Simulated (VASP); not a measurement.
# NaScTe2 (P4/mmm) in VASP: notebook

The runs below take NaScTe2 through single point, with PBE.

All numbers are computed with VASP 6.6.1; they aren't measurements. Logs are shortened: lines on timing, memory, paths and dates and some standing lists are left out, and cuts for length are marked.

### 1 The cell of the first run

Symmetry: P4/mmm, No. 123, tetragonal system. The conventional cell has a = 4.720 Å, b = 4.720 Å, c = 10.087 Å, α = 90.00°, β = 90.00°, γ = 90.00°. Na (site symmetry 4/mmm) has 4 Sc at 3.34 Å and 8 Te at 4.23 Å within 4.4 Å. Sc (site symmetry 4/mmm) has 2 Te at 2.61 Å and 4 Na at 3.34 Å within 3.4 Å. Te (site symmetry 4mm) has 1 Sc at 2.61 Å within 3.4 Å.

### 2 Single point, PBE

File INCAR:

```
SYSTEM = NaScTe2
ALGO     = Normal         ! electronic algorithm
EDIFF    = 1E-6           ! SCF threshold, eV
ENCUT    = 520            ! plane-wave cutoff, eV
GGA      = PE             ! functional
ISIF     = 2              ! what is computed and relaxed
ISMEAR   = 0              ! smearing method
LASPH    = .TRUE.         ! aspherical terms in the spheres
LCHARG   = .FALSE.        ! write CHGCAR
LREAL    = .FALSE.        ! projectors in reciprocal space
LWAVE    = .FALSE.        ! write WAVECAR
NBANDS   = 23             ! bands
NELM     = 60             ! most SCF steps
PREC     = Accurate       ! precision mode
SIGMA    = 0.1            ! smearing width, eV
```

File KPOINTS:

```
k-points
0
G
  10 10 6
  0 0 0
```

File POSCAR:

```
NaScTe2
1.0
    4.7202590165      0.0000000000      0.0000000000
    0.0000000000      4.7202590165      0.0000000000
    0.0000000000      0.0000000000     10.0874952330
Na Sc Te
1 1 2
Direct
    0.0000000000      0.0000000000      0.0000000000
    0.5000000000      0.5000000000      0.0000000000
    0.5000000000      0.5000000000      0.2583846066
    0.5000000000      0.5000000000      0.7416153934
```

Potentials or basis: VASP PAW PBE potentials, release 64 (Na_pv, Sc_sv, Te).

On the command line:

```console
> cat potpaw_PBE.64/Na_pv/POTCAR potpaw_PBE.64/Sc_sv/POTCAR potpaw_PBE.64/Te/POTCAR > POTCAR
> mpirun -np 1 vasp_std > vasp.out
```

OUTCAR:

```text
SYSTEM = NaScTe2
   EDIFF = 1E-6
   ENCUT = 520
   GGA = PE
   ISIF = 2
   ISMEAR = 0
   LASPH = .TRUE.
   LREAL = .FALSE.
   NELM = 60
   PREC = Accurate

 ion  position               nearest neighbor table
   1  0.000  0.000  0.000-
   2  0.500  0.500  0.000-   3 2.61   4 2.61
   3  0.500  0.500  0.258-   2 2.61
   4  0.500  0.500  0.742-   2 2.61

  LATTYP: Found a simple tetragonal cell.
 ALAT       =     4.7202590165
 C/A-ratio  =     2.1370639191

  Lattice vectors:

 A1 = (   4.7202590165,   0.0000000000,   0.0000000000)
 A2 = (   0.0000000000,   4.7202590165,   0.0000000000)
 A3 = (   0.0000000000,   0.0000000000,  10.0874952330)

Analysis of symmetry for initial positions (statically):
=====================================================================
 Subroutine PRICEL returns:
 Original cell was already a primitive cell.

 Routine SETGRP: Setting up the symmetry group for a
 simple tetragonal supercell.

 Subroutine GETGRP returns: Found 16 space group operations
 (whereof 16 operations were pure point group operations)
 out of a pool of 16 trial point group operations.

The static configuration has the point symmetry D_4h.

Analysis of symmetry for dynamics (positions and initial velocities):
=====================================================================
 Subroutine PRICEL returns:
 Original cell was already a primitive cell.

 Routine SETGRP: Setting up the symmetry group for a
 simple tetragonal supercell.

 Subroutine GETGRP returns: Found 16 space group operations
 (whereof 16 operations were pure point group operations)
 out of a pool of 16 trial point group operations.

The dynamic configuration has the point symmetry D_4h.

 Subroutine INISYM returns: Found 16 space group operations
 (whereof 16 operations are pure point group operations),
 and found     1 'primitive' translations

----------------------------------------------------------------------------------------

                                     Primitive cell

  volume of cell :     224.7579

  direct lattice vectors                    reciprocal lattice vectors
     4.720259017  0.000000000  0.000000000     0.211852781  0.000000000  0.000000000
     0.000000000  4.720259017  0.000000000     0.000000000  0.211852781  0.000000000
     0.000000000  0.000000000 10.087495233     0.000000000  0.000000000  0.099132637

  length of vectors
     4.720259017  4.720259017 10.087495233     0.211852781  0.211852781  0.099132637

  position of ions in fractional coordinates (direct lattice)
     0.000000000  0.000000000  0.000000000
     0.500000000  0.500000000  0.000000000
     0.500000000  0.500000000  0.258384607
     0.500000000  0.500000000  0.741615393

  ion indices of the primitive-cell ions
   primitive index   ion index
                 1           1
                 2           2
                 3           3
                 4           4

----------------------------------------------------------------------------------------

 KPOINTS: k-points

Automatic generation of k-mesh.
 Grid dimensions read from file:
 generate k-points for:   10   10    6

 Generating k-lattice:

  Cartesian coordinates                     Fractional coordinates (reciprocal lattice)
     0.021185278  0.000000000  0.000000000     0.100000000  0.000000000  0.000000000
     0.000000000  0.021185278  0.000000000     0.000000000  0.100000000  0.000000000
     0.000000000  0.000000000  0.016522106     0.000000000  0.000000000  0.166666667

  Length of vectors
     0.021185278  0.021185278  0.016522106

  Shift w.r.t. Gamma in fractional coordinates (k-lattice)
     0.000000000  0.000000000  0.000000000

 Subroutine IBZKPT returns following result:
 ===========================================

 Found     84 irreducible k-points:

 Following reciprocal coordinates:
            Coordinates               Weight
  0.000000  0.000000  0.000000      1.000000
  0.100000  0.000000  0.000000      4.000000
  0.200000  0.000000  0.000000      4.000000
  0.300000  0.000000  0.000000      4.000000
  0.400000  0.000000  0.000000      4.000000
  0.500000  0.000000  0.000000      2.000000
[... 16 lines left out ...]
  0.100000  0.000000  0.166667      8.000000
  0.200000  0.000000  0.166667      8.000000
 [... further k-points ...]
   k-points           NKPTS =     84   k-points in BZ     NKDIM =     84   number of bands    NBANDS=     23
   number of dos      NEDOS =    301   number of ions     NIONS =      4
   total plane-waves  NPLWV = 103680
   dimension x,y,z NGX =    36 NGY =   36 NGZ =   80
   dimension x,y,z NGXF=    72 NGYF=   72 NGZF=  160
   ions per type =               1   1   2
   NGX,Y,Z   is equivalent  to a cutoff of  12.68, 12.68, 13.18 a.u.
   NGXF,Y,Z  is equivalent  to a cutoff of  25.36, 25.36, 26.37 a.u.
 SYSTEM =  NaScTe2
   PREC   = accura    normal or accurate (medium, high low for compatibility)
   ISTART =      0    job   : 0-new  1-cont  2-samecut
   ICHARG =      2    charge: 1-file 2-atom 10-const
   ISPIN  =      1    spin polarized calculation?
   LNONCOLLINEAR =      F non collinear calculations
   LSORBIT =      F    spin-orbit coupling
   LASPH  =      T    aspherical Exc in radial PAW
   ENCUT  =  520.0 eV  38.22 Ry    6.18 a.u.   8.78  8.78 18.76*2*pi/ulx,y,z
   NELM   =     60;   NELMIN=  2; NELMDL= -5     # of ELM steps
   EDIFF  = 0.1E-05   stopping-criterion for ELM
   LREAL  =      F    real-space projection
   EDIFFG = 0.1E-04   stopping-criterion for IOM
   NSW    =      0    number of steps for IOM
   IBRION =     -1    ionic relax: 0-MD 1-quasi-New 2-CG
   NFREE  =      0    steps in history (QN), initial steepest desc. (CG)
   ISIF   =      2    stress and relaxation
   ISYM   =      2    0-nonsym 1-usesym 2-fastsym
   POTIM  = 0.5000    time-step for ionic-motion
   TEBEG  =    0.0;   TEEND  =   0.0 temperature during run
   PSTRESS=    0.0 pullay stress
   NELECT =      30.0000    total number of electrons
   NUPDOWN=      -1.0000    fix difference up-down
   EMIN   =  10.00;   EMAX   =-10.00  energy-range for DOS
   EFERMI =   0.00;   METHOD = LEGACY
   ISMEAR =     0;   SIGMA  =   0.10  broadening in eV -4-tet -1-fermi 0-gaus
   EFERMI_NEDOS =   21; number of points for ismear=-14 and -15
   IALGO  =     38    algorithm
   IMIX   =      4    mixing-type and parameters
     AMIX     =   0.40;   BMIX     =  1.00
     AMIX_MAG =   1.60;   BMIX_MAG =  1.00
  volume/ion in A,a.u.               =      56.19       379.19
  Fermi-wavevector in a.u.,A,eV,Ry     =   0.836650  1.581038  9.523840  0.699982
  Thomas-Fermi vector in A             =   1.950409
   LORBIT       =      0    0 simple, 1 ext, 2 COOP (PROOUT), +10 PAW based schemes
   GGA     = PE    functional components
   LHFCALC =     F    Hartree Fock is set to
   AEXX    =    0.0000 exact exchange contribution
   IVDW    =     0    specifies the selected vdW correction
   LEPSILON=     F    determine dielectric tensor
   LRPA    =     F    only Hartree local field effects (RPA)
 non-spin polarized calculation
 Gauss-broadening in eV      SIGMA  =   0.10
  energy-cutoff  :      520.00
  volume of cell :      224.76
 maximum number of plane-waves:      6109
 NGX is ok and might be reduce to    36
   NGX = 17   NGY = 17   NGZ = 37

 number of electron      30.0000003 magnetization

 Free energy of the ion-electron system (eV)
  ---------------------------------------------------
  ext. energy  EPLUGINS =         0.00000000
  ---------------------------------------------------
  free energy    TOTEN  =       -12.97841468 eV

  energy without entropy =      -12.96329487  energy(sigma->0) =      -12.97085477

 E-fermi :  -0.5723     XC(G=0):  -6.1193

 val. band max:       -0.5775893896   @ k =   0.1000   0.0000   0.3333
 cond. band min:      -0.5694279933   @ k =   0.1000   0.0000   0.5000
 fundamental gap:      0.0081613963
 Fermi energy:        -0.5723362868

 k-point     1 :       0.0000    0.0000    0.0000
  band No.  band energies     occupation
      1     -50.4222      2.00000
      2     -29.2551      2.00000
      3     -29.2551      2.00000
      4     -28.7019      2.00000
      5     -25.4243      2.00000
      6     -25.4243      2.00000
[... 15 lines left out ...]
     22       3.5965      0.00000
     23       4.4414      0.00000

 k-point     2 :       0.1000    0.0000    0.0000
  band No.  band energies     occupation
      1     -50.4222      2.00000
      2     -29.2553      2.00000
      3     -29.2550      2.00000
      4     -28.7019      2.00000
      5     -25.4245      2.00000
      6     -25.4243      2.00000
[... 15 lines left out ...]
     22       3.6046      0.00000
     23       4.0263      0.00000

 k-point     3 :       0.2000    0.0000    0.0000
  band No.  band energies     occupation
      1     -50.4222      2.00000
      2     -29.2560      2.00000
      3     -29.2549      2.00000
      4     -28.7018      2.00000
      5     -25.4250      2.00000
      6     -25.4245      2.00000
[... 15 lines left out ...]
     22       3.9219      0.00000
     23       3.9876      0.00000

 k-point     4 :       0.3000    0.0000    0.0000
  band No.  band energies     occupation
      1     -50.4222      2.00000
      2     -29.2567      2.00000
      3     -29.2547      2.00000
      4     -28.7017      2.00000
      5     -25.4256      2.00000
      6     -25.4247      2.00000
[... 15 lines left out ...]
     22       4.1010      0.00000
     23       4.4347      0.00000

 k-point     5 :       0.4000    0.0000    0.0000
  band No.  band energies     occupation
      1     -50.4222      2.00000
      2     -29.2574      2.00000
      3     -29.2546      2.00000
      4     -28.7017      2.00000
      5     -25.4261      2.00000
      6     -25.4248      2.00000
[... 15 lines left out ...]
     22       4.2997      0.00000
     23       4.8957      0.00000

 k-point     6 :       0.5000    0.0000    0.0000
  band No.  band energies     occupation
      1     -50.4222      2.00000
      2     -29.2576      2.00000
      3     -29.2546      2.00000
      4     -28.7016      2.00000
      5     -25.4263      2.00000
      6     -25.4249      2.00000
[... 15 lines left out ...]
     22       4.4014      0.00000
     23       5.2828      0.00000

 k-point     7 :       0.1000    0.1000    0.0000
  band No.  band energies     occupation
      1     -50.4222      2.00000
      2     -29.2554      2.00000
      3     -29.2552      2.00000
      4     -28.7019      2.00000
      5     -25.4247      2.00000
      6     -25.4244      2.00000
[... 353 lines left out ...]
     22       2.2687      0.00000
     23       3.5734      0.00000

 k-point    21 :       0.5000    0.5000    0.0000
  band No.  band energies     occupation
      1     -50.4221      2.00000
      2     -29.2579      2.00000
      3     -29.2579      2.00000
      4     -28.7014      2.00000
      5     -25.4252      2.00000
      6     -25.4252      2.00000
[... 15 lines left out ...]
     22       1.7334      0.00000
     23       3.4377      0.00000

 k-point    22 :       0.0000    0.0000    0.1667
  band No.  band energies     occupation
      1     -50.4222      2.00000
      2     -29.2551      2.00000
      3     -29.2551      2.00000
      4     -28.7019      2.00000
      5     -25.4243      2.00000
      6     -25.4243      2.00000
[... 15 lines left out ...]
     22       3.8651      0.00000
     23       4.4546      0.00000

 k-point    23 :       0.1000    0.0000    0.1667
  band No.  band energies     occupation
      1     -50.4222      2.00000
      2     -29.2553      2.00000
      3     -29.2550      2.00000
      4     -28.7019      2.00000
      5     -25.4245      2.00000
      6     -25.4243      2.00000
[... 15 lines left out ...]
     22       3.7737      0.00000
     23       4.1598      0.00000

 k-point    24 :       0.2000    0.0000    0.1667
  band No.  band energies     occupation
      1     -50.4222      2.00000
      2     -29.2560      2.00000
      3     -29.2549      2.00000
      4     -28.7018      2.00000
      5     -25.4250      2.00000
      6     -25.4245      2.00000
[... 15 lines left out ...]
     22       3.8048      0.00000
     23       4.2407      0.00000

 [... further k-points ...]

------------------------ aborting loop because EDIFF is reached ----------------------------------------

  FORCE on cell =-STRESS in cart. coord.  units (eV):
  Direction    XX          YY          ZZ          XY          YZ          ZX
  --------------------------------------------------------------------------------------
  -------------------------------------------------------------------------------------
  Total        0.0068943      0.0068943      0.1000518      0.0000000      0.0000000      0.0000000
  in kB        0.0491459      0.0491459      0.7132151      0.0000000      0.0000000      0.0000000
  external PRESSURE =       0.2705023 kB  Pullay stress =       0.0000000 kB

 VOLUME and BASIS-vectors are now :
 -----------------------------------------------------------------------------
  energy-cutoff  :      520.00
  volume of cell :      224.76
      direct lattice vectors                 reciprocal lattice vectors
     4.720259017  0.000000000  0.000000000     0.211852781  0.000000000  0.000000000
     0.000000000  4.720259017  0.000000000     0.000000000  0.211852781  0.000000000
     0.000000000  0.000000000 10.087495233     0.000000000  0.000000000  0.099132637

 POSITION                                       TOTAL-FORCE (eV/Angst)
 -----------------------------------------------------------------------------------
      0.00000      0.00000      0.00000        -0.000000     -0.000000     -0.000000
      2.36013      2.36013      0.00000        -0.000000     -0.000000     -0.000000
      2.36013      2.36013      2.60645         0.000000      0.000000      0.014575
      2.36013      2.36013      7.48104        -0.000000      0.000000     -0.014575
 -----------------------------------------------------------------------------------
    total drift:                                0.000000      0.000000     -0.000000

  FREE ENERGIE OF THE ION-ELECTRON SYSTEM (eV)
  ---------------------------------------------------
  free  energy   TOTEN  =       -12.9784146784 eV

  energy  without entropy=      -12.9632948684  energy(sigma->0) =      -12.97085477
```

Wall time 8.3 min (1 thread of Intel Xeon Platinum 8488C (Sapphire Rapids), shared host); peak memory 0.62 GiB.

What came out:

| Item | Value |
| --- | --- |
| Free energy | -12.9784 eV |
| Pressure | 0.0 GPa |
| Largest force | 0.015 eV/Å |
| Band gap on the k mesh | zero (band 15 reaches -0.46 eV, above the bottom of band 16 at -0.62 eV) |

Forces on the atoms (eV/Å):
```
Na   0.000  0.000  0.000
Sc   0.000  0.000  0.000
Te   0.000  0.000  0.015
Te   0.000  0.000 -0.015
```

Levels at points of the mesh, in eV from the Fermi level:
| k point | band 13 | band 14 | band 15 | band 16 | band 17 | band 18 |
| --- | --- | --- | --- | --- | --- | --- |
| (0.00, 0.00, 0.00) | -0.47 | -0.47 | -0.05 | -0.05 | 0.65 | 1.44 |
| (0.50, 0.00, 0.00) | -0.35 | -0.27 | 0.08 | 0.13 | 1.15 | 1.36 |
| (0.50, 0.50, 0.00) | -1.24 | -1.24 | -0.09 | 0.26 | 1.79 | 1.90 |
| (0.00, 0.00, 0.50) | -0.49 | -0.49 | -0.01 | -0.01 | 0.65 | 1.44 |
| (0.50, 0.00, 0.50) | -0.64 | -0.37 | 0.11 | 0.16 | 1.15 | 1.45 |
| (0.50, 0.50, 0.50) | -1.20 | -1.20 | -0.43 | 0.26 | 1.79 | 1.90 |

Caveat: spin-orbit coupling is left out, which moves the levels of the heavy elements.

### 3 Single point, PBE

File INCAR:

```
PREC = Accurate ; ENCUT = 520
EDIFF = 1E-6 ; ISMEAR = 0
SIGMA = 0.1 ; LREAL = F
LASPH = T ; NELM = 100
ALGO = Normal ; ISIF = 2
LWAVE = F ; LCHARG = T
GGA = PE ; LELF = T
LVHAR = T ; NBANDS = 23
```

File KPOINTS:

```
regular mesh
0
Gamma
  10 10 6
```

POSCAR is that of step 2.

Potentials or basis: VASP PAW PBE potentials, release 64 (Na_pv, Sc_sv, Te).

On the command line:

```console
> cat potpaw_PBE.64/Na_pv/POTCAR potpaw_PBE.64/Sc_sv/POTCAR potpaw_PBE.64/Te/POTCAR > POTCAR
> mpirun -np 1 vasp_std > vasp.out
```

It took 7.7 min on 1 thread of Intel Xeon Platinum 8488C (Sapphire Rapids), shared host; peak memory 0.61 GiB.

The run converged. Its results:

```
Free energy            : -12.9784 eV
Pressure               : 0.0 GPa
Largest force          : 0.015 eV/Å
Band gap on the k mesh : zero (band 15 reaches -0.46 eV, above the bottom of band 16 at -0.62 eV)
```

Forces on the atoms (eV/Å):
```
Na   0.000  0.000  0.000
Sc   0.000  0.000  0.000
Te   0.000  0.000  0.015
Te   0.000  0.000 -0.015
```

Levels at points of the mesh, in eV from the Fermi level:
```tsv
k point	band 11	band 12	band 13	band 14	band 15	band 16	band 17	band 18	band 19	band 20
(0.00, 0.00, 0.00)	-0.74	-0.49	-0.47	-0.47	-0.05	-0.05	0.65	1.44	2.59	2.59
(0.50, 0.00, 0.00)	-1.70	-1.53	-0.35	-0.27	0.08	0.13	1.15	1.36	1.80	2.18
(0.50, 0.50, 0.00)	-1.30	-1.30	-1.24	-1.24	-0.09	0.26	1.79	1.90	2.26	2.26
(0.00, 0.00, 0.50)	-0.88	-0.61	-0.49	-0.49	-0.01	-0.01	0.65	1.44	2.56	2.56
(0.50, 0.00, 0.50)	-1.67	-1.57	-0.64	-0.37	0.11	0.16	1.15	1.45	1.80	2.08
(0.50, 0.50, 0.50)	-1.34	-1.34	-1.20	-1.20	-0.43	0.26	1.79	1.90	2.18	2.18
```

Caveat: spin-orbit coupling is left out, which moves the levels of the heavy elements.
